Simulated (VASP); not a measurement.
Input of a VASP 6.6.1 run:

INCAR

```
SYSTEM = Be
PREC = Accurate
ENCUT = 600
EDIFF = 1E-6
ISMEAR = -1
SIGMA = 0.1
LREAL = .FALSE.
LASPH = .TRUE.
NELM = 120
ALGO = Normal
ISIF = 2
LWAVE = .FALSE.
LCHARG = .FALSE.
GGA = CA
NBANDS = 7
GGA_COMPAT = .FALSE.
```

KPOINTS

```
Automatic mesh
0
G
  19 19 19
  0 0 0
```

POSCAR

```
Be
1.0
    0.0000000000      1.5741968950      1.5741968950
    1.5741968950      0.0000000000      1.5741968950
    1.5741968950      1.5741968950      0.0000000000
Be
1
Direct
    0.0000000000      0.0000000000      0.0000000000
```

Potentials or basis: VASP PAW LDA potentials, release 64 (Be).

The run is started by

```console
$ cat potpaw_LDA.64/Be/POTCAR > POTCAR
$ mpirun -np 1 vasp_std > vasp.out
```

(1) Predict the band gap on the k mesh.

(2) Estimate the pressure.

Results:

(1) zero (bands 1 and 2 overlap by 0.57 eV).

(2) -4.3 GPa.

Caveat: the cell stands under tension.
